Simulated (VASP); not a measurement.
A run of VASP 6.6.1:

INCAR

```
SYSTEM = YTe
PREC = Accurate
ENCUT = 520
EDIFF = 1E-6
ISMEAR = 0
SIGMA = 0.15
LREAL = .FALSE.
LASPH = .TRUE.
NELM = 100
ALGO = Normal
ISIF = 2
LWAVE = .FALSE.
LCHARG = .FALSE.
GGA = PS
NBANDS = 16
```

Contents of KPOINTS:

```
regular mesh
0
G
  16 16 16
  0 0 0
```

Contents of POSCAR:

```
YTe
1.0
    0.0000000000      3.3106416927      2.5823005203
    3.3106416927      0.0000000000      2.5823005203
    3.3106416927      3.3106416927      0.0000000000
Y Te
1 1
Direct
    0.0000000000      0.0000000000      0.0000000000
    0.5000000000      0.5000000000      0.5000000000
```

Potentials or basis: VASP PAW PBE potentials, release 64 (Y_sv, Te).

Run with:

```console
$ cat potpaw_PBE.64/Y_sv/POTCAR potpaw_PBE.64/Te/POTCAR > POTCAR
$ mpirun -np 1 vasp_std > vasp.out
```

Hardware: 1 thread of Intel(R) Xeon(R) 6975P-C (Granite Rapids) (shared host).

Q: Estimate the wall time of this run.

A: Wall time 100 s on 1 thread of Intel(R) Xeon(R) 6975P-C (Granite Rapids) (shared host), peak memory 0.47 GiB. Counts: scf iterations 13, k points 349.
